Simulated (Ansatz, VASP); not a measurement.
MnO: VASP beside Ansatz

```
Mn O
1.0
     2.70756    0.00000    0.00000
     0.00000    2.70756    0.00000
     0.00000    0.00000    2.70756
Mn O
1 1
Direct
  0.00000 0.00000 0.00000
  0.50000 0.50000 0.50000
```

Change from the starting cell: volume scaled by 1.04.

Alike in both runs: task single point; functional PBE; k mesh 10 × 10 × 10; occupations fermi-dirac, width 0.05 eV; collinear spin.

```csv
,VASP,Ansatz
version,VASP 6.6.1,Ansatz 0.2.0
potentials or method,"VASP PAW PBE potentials, release 64 (Mn_pv, O), cutoff 520 eV","all-electron LAPW, scalar-relativistic"
```

|  | VASP | Ansatz | Ansatz less VASP |
| --- | --- | --- | --- |
| gap on the k mesh at the Fermi level (eV) | none | none | - |
| pressure (GPa) | 5.6 | 5.6 | +0.05 |
| net moment per atom (μB) | 2.30 | 2.30 | +0.001 |
| size of the moment on the site where the two differ most (μB) | 4.20 | 4.25 | +0.053 |

Site moments also hang on the region over which each program counts them. A gap of «none» marks a metal or a gap that the smearing closes. Ansatz ran all-electron here, and VASP with PAW potentials.
